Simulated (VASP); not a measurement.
# HgTe (F-43m) in VASP: a series of runs

HgTe is run at these levels: PBE; tasks: single point.

Everything below comes from runs of VASP 6.6.1. Logs are shortened: lines on timing, memory, paths and dates and some standing lists are left out, and cuts for length are marked.

## 1. The cell of the first run

It takes space group F-43m (No. 216, cubic). The conventional cell has a = 6.540 Å, b = 6.540 Å, c = 6.540 Å, α = 90.00°, β = 90.00°, γ = 90.00°. Hg (site symmetry -43m) has 4 Te at 2.83 Å within 3.7 Å. Within 3.7 Å of Te (site symmetry -43m) lie 4 Hg at 2.83 Å.

## 2. Single point, PBE

Input file INCAR:

```
  ALGO = Normal
  EDIFF = 1E-6
  ENCUT = 520
  GGA = PE
  ISIF = 2
  ISMEAR = 0
  LASPH = T
  LCHARG = T
  LELF = T
  LREAL = F
  LVHAR = T
  LWAVE = F
  NBANDS = 16
  NELM = 100
  PREC = Accurate
  SIGMA = 0.1
```

Input file KPOINTS:

```
k-points
0
Gamma
  12 12 12
```

Input file POSCAR:

```
HgTe
1.0
    0.0000000000      3.2701247756      3.2701247756
    3.2701247756      0.0000000000      3.2701247756
    3.2701247756      3.2701247756      0.0000000000
Hg Te
1 1
Direct
    0.0000000000      0.0000000000      0.0000000000
    0.2500000000      0.2500000000      0.2500000000
```

Potentials or basis: VASP PAW PBE potentials, release 64 (Hg, Te).

Command:

```
$ cat potpaw_PBE.64/Hg/POTCAR potpaw_PBE.64/Te/POTCAR > POTCAR
$ mpirun -np 1 vasp_std > vasp.out
```

OUTCAR:

```text
EDIFF = 1E-6
   ENCUT = 520
   GGA = PE
   ISIF = 2
   ISMEAR = 0
   LASPH = T
   LREAL = F
   NELM = 100
   PREC = Accurate

 ion  position               nearest neighbor table
   1  0.000  0.000  0.000-   2 2.83   2 2.83   2 2.83   2 2.83
   2  0.250  0.250  0.250-   1 2.83   1 2.83   1 2.83   1 2.83

  LATTYP: Found a face centered cubic cell.
 ALAT       =     6.5402495512

  Lattice vectors:

 A1 = (   0.0000000000,   3.2701247756,   3.2701247756)
 A2 = (   3.2701247756,   0.0000000000,   3.2701247756)
 A3 = (   3.2701247756,   3.2701247756,   0.0000000000)

Analysis of symmetry for initial positions (statically):
=====================================================================
 Subroutine PRICEL returns:
 Original cell was already a primitive cell.

 Routine SETGRP: Setting up the symmetry group for a
 face centered cubic supercell.

 Subroutine GETGRP returns: Found 24 space group operations
 (whereof 24 operations were pure point group operations)
 out of a pool of 48 trial point group operations.

The static configuration has the point symmetry T_d .

Analysis of symmetry for dynamics (positions and initial velocities):
=====================================================================
 Subroutine PRICEL returns:
 Original cell was already a primitive cell.

 Routine SETGRP: Setting up the symmetry group for a
 face centered cubic supercell.

 Subroutine GETGRP returns: Found 24 space group operations
 (whereof 24 operations were pure point group operations)
 out of a pool of 48 trial point group operations.

The dynamic configuration has the point symmetry T_d .

 Subroutine INISYM returns: Found 24 space group operations
 (whereof 24 operations are pure point group operations),
 and found     1 'primitive' translations

----------------------------------------------------------------------------------------

                                     Primitive cell

  volume of cell :      69.9396

  direct lattice vectors                    reciprocal lattice vectors
     0.000000000  3.270124776  3.270124776    -0.152899364  0.152899364  0.152899364
     3.270124776  0.000000000  3.270124776     0.152899364 -0.152899364  0.152899364
     3.270124776  3.270124776  0.000000000     0.152899364  0.152899364 -0.152899364

  length of vectors
     4.624654808  4.624654808  4.624654808     0.264829468  0.264829468  0.264829468

  position of ions in fractional coordinates (direct lattice)
     0.000000000  0.000000000  0.000000000
[... 77 lines left out ...]
   NELM   =    100;   NELMIN=  2; NELMDL= -5     # of ELM steps
   EDIFF  = 0.1E-05   stopping-criterion for ELM
   LREAL  =      F    real-space projection
   EDIFFG = 0.1E-04   stopping-criterion for IOM
   NSW    =      0    number of steps for IOM
   IBRION =     -1    ionic relax: 0-MD 1-quasi-New 2-CG
   NFREE  =      0    steps in history (QN), initial steepest desc. (CG)
   ISIF   =      2    stress and relaxation
   ISYM   =      2    0-nonsym 1-usesym 2-fastsym
   POTIM  = 0.5000    time-step for ionic-motion
   TEBEG  =    0.0;   TEEND  =   0.0 temperature during run
   PSTRESS=    0.0 pullay stress
   NELECT =      18.0000    total number of electrons
   NUPDOWN=      -1.0000    fix difference up-down
   EMIN   =  10.00;   EMAX   =-10.00  energy-range for DOS
   EFERMI =   0.00;   METHOD = LEGACY
   ISMEAR =     0;   SIGMA  =   0.10  broadening in eV -4-tet -1-fermi 0-gaus
   EFERMI_NEDOS =   21; number of points for ismear=-14 and -15
   IALGO  =     38    algorithm
   IMIX   =      4    mixing-type and parameters
     AMIX     =   0.40;   BMIX     =  1.00
     AMIX_MAG =   1.60;   BMIX_MAG =  1.00
  volume/ion in A,a.u.               =      34.97       235.99
  Fermi-wavevector in a.u.,A,eV,Ry     =   1.041337  1.967842 14.753926  1.084383
  Thomas-Fermi vector in A             =   2.175953
   LORBIT       =      0    0 simple, 1 ext, 2 COOP (PROOUT), +10 PAW based schemes
   GGA     = PE    functional components
   LHFCALC =     F    Hartree Fock is set to
   AEXX    =    0.0000 exact exchange contribution
   IVDW    =     0    specifies the selected vdW correction
   LEPSILON=     F    determine dielectric tensor
   LRPA    =     F    only Hartree local field effects (RPA)
 non-spin polarized calculation
 Gauss-broadening in eV      SIGMA  =   0.10
  energy-cutoff  :      520.00
  volume of cell :       69.94
 maximum number of plane-waves:      1900
   NGX = 17   NGY = 17   NGZ = 17

 number of electron      18.0000002 magnetization

 Free energy of the ion-electron system (eV)
  ---------------------------------------------------
  ext. energy  EPLUGINS =         0.00000000
  ---------------------------------------------------
  free energy    TOTEN  =        -3.62907192 eV

  energy without entropy =       -3.62891325  energy(sigma->0) =       -3.62899258

 E-fermi :   2.7962     XC(G=0):  -8.5836

 val. band max:        2.7301467861   @ k =   0.0000   0.0000   0.0000
 cond. band min:       3.1334468040   @ k =   0.0833   0.0000   0.0000
 fundamental gap:      0.4033000179
 Fermi energy:         2.7962258841

 k-point     1 :       0.0000    0.0000    0.0000
  band No.  band energies     occupation
      1      -9.0099      2.00000
      2      -4.4233      2.00000
      3      -4.4233      2.00000
      4      -4.4233      2.00000
      5      -3.9350      2.00000
      6      -3.9350      2.00000
[... 433 lines left out ...]
      3      -4.2665      2.00000
      4      -3.9490      2.00000
      5      -3.9246      2.00000
      6      -3.6301      2.00000
[... 8 lines left out ...]
     15      12.0438      0.00000
     16      12.2940      0.00000

 [... further k-points ...]

------------------------ aborting loop because EDIFF is reached ----------------------------------------

  FORCE on cell =-STRESS in cart. coord.  units (eV):
  Direction    XX          YY          ZZ          XY          YZ          ZX
  --------------------------------------------------------------------------------------
  -------------------------------------------------------------------------------------
  Total        0.8779137      0.8779137      0.8779137      0.0000000      0.0000000     -0.0000000
  in kB       20.1112685     20.1112685     20.1112685      0.0000000      0.0000000     -0.0000000
  external PRESSURE =      20.1112685 kB  Pullay stress =       0.0000000 kB

 VOLUME and BASIS-vectors are now :
 -----------------------------------------------------------------------------
  energy-cutoff  :      520.00
  volume of cell :       69.94
      direct lattice vectors                 reciprocal lattice vectors
     0.000000000  3.270124776  3.270124776    -0.152899364  0.152899364  0.152899364
     3.270124776  0.000000000  3.270124776     0.152899364 -0.152899364  0.152899364
     3.270124776  3.270124776  0.000000000     0.152899364  0.152899364 -0.152899364

 POSITION                                       TOTAL-FORCE (eV/Angst)
 -----------------------------------------------------------------------------------
      0.00000      0.00000      0.00000        -0.000000      0.000000      0.000000
      1.63506      1.63506      1.63506         0.000000     -0.000000     -0.000000
 -----------------------------------------------------------------------------------
    total drift:                               -0.000000     -0.000000     -0.000000

  FREE ENERGIE OF THE ION-ELECTRON SYSTEM (eV)
  ---------------------------------------------------
  free  energy   TOTEN  =        -3.6290719150 eV

  energy  without entropy=       -3.6289132476  energy(sigma->0) =       -3.62899258
```

Run time: 47 s. Hardware: 1 thread of AMD EPYC 9R45 (Zen 5), shared host; peak memory 0.23 GiB.

What came out:

| Property | Result |
| --- | --- |
| Free energy | -3.6291 eV |
| Pressure | 2.0 GPa |
| Band gap on the k mesh | zero (filled and empty bands touch) |

Levels at points of the mesh, in eV from the Fermi level:
```csv
k point,band 7,band 8,band 9,band 10,band 11,band 12
"(0.00, 0.00, 0.00)",-0.88,-0.07,-0.07,-0.07,4.23,4.23
"(0.50, 0.00, 0.00)",-5.33,-0.98,-0.98,0.64,5.00,5.00
"(0.50, 0.50, 0.00)",-5.31,-2.19,-2.19,1.84,2.52,8.03
```

Caveat: semilocal functionals underestimate gaps, so a narrow gap can read as zero; spin-orbit coupling is left out, which moves the levels of the heavy elements.

## 3. Single point, PBE

This run uses another cell than the first one, of 39.40 Å³/atom.

Input file INCAR:

```
SYSTEM = HgTe
PREC = Accurate
ENCUT = 520
EDIFF = 1E-6
ISMEAR = 0
SIGMA = 0.1
LREAL = .FALSE.
LASPH = .TRUE.
NELM = 100
ALGO = Normal
ISIF = 2
LWAVE = .FALSE.
LCHARG = .FALSE.
GGA = PE
NBANDS = 16
```

Input file KPOINTS:

```
regular mesh
0
G
  12 12 12
  0 0 0
```

Input file POSCAR:

```
HgTe
1.0
    0.0000000000      3.4028589820      3.4028589820
    3.4028589820      0.0000000000      3.4028589820
    3.4028589820      3.4028589820      0.0000000000
Hg Te
1 1
Direct
    0.0000000000      0.0000000000      0.0000000000
    0.2500000000      0.2500000000      0.2500000000
```

Potentials or basis: VASP PAW PBE potentials, release 64 (Hg, Te).

Command:

```
$ cat potpaw_PBE.64/Hg/POTCAR potpaw_PBE.64/Te/POTCAR > POTCAR
$ mpirun -np 1 vasp_std > vasp.out
```

Wall time 44 s (1 thread of AMD EPYC 9R45 (Zen 5), shared host); peak memory 0.23 GiB.

Results (log left out):

* Free energy: -3.6192 eV
* Pressure: -1.9 GPa
* Band gap on the k mesh: zero (filled and empty bands touch)

Levels at points of the mesh, in eV from the Fermi level:
```tsv
k point	band 5	band 6	band 7	band 8	band 9	band 10	band 11	band 12	band 13	band 14
(0.00, 0.00, 0.00)	-6.29	-6.29	-1.15	-0.08	-0.08	-0.08	4.39	4.39	4.39	6.43
(0.50, 0.00, 0.00)	-6.28	-6.08	-4.64	-0.79	-0.79	0.61	5.08	5.08	6.57	7.64
(0.50, 0.50, 0.00)	-6.25	-5.99	-4.72	-1.76	-1.76	1.81	2.79	7.63	8.15	8.15
```

Caveat: semilocal functionals underestimate gaps, so a narrow gap can read as zero; spin-orbit coupling is left out, which moves the levels of the heavy elements.
